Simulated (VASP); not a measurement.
The system is CuPt.

```
CELL_PARAMETERS angstrom
1.36230 0.78652 4.24445
-1.36230 0.78652 4.24445
0.00000 -1.57305 4.24445
ATOMIC_POSITIONS crystal
Cu 0.00000 0.00000 0.00000
Pt 0.50000 0.50000 0.50000
```

Base run:

```yaml
Program: VASP 6.6.1
Functional: LDA
Potentials_or_basis: VASP PAW LDA potentials, release 64 (Cu, Pt)
Cutoff: 520 eV
k_mesh: 14 × 14 × 14
Occupations: fermi-dirac, width 0.1 eV
Spin: collinear spin, ferromagnetic start
Starting_moments: "[1.6, 1.6] μB"
Fixed_moment: 3.2 μB
```

Its results: pressure 17.1 GPa; site moments Cu +0.97; Pt +1.91 μB.

**Question.** The run is repeated on the same cell with these changes: fixed moment from 3.2 μB to 0.8 μB; moments at the start from [1.6, 1.6] to [0.4, 0.4]. What comes out?

**Answer.** Pressure -6.8 GPa; site moments Cu +0.20; Pt +0.56 μB.

Caveats: the total moment is fixed, so each spin has its own Fermi level.
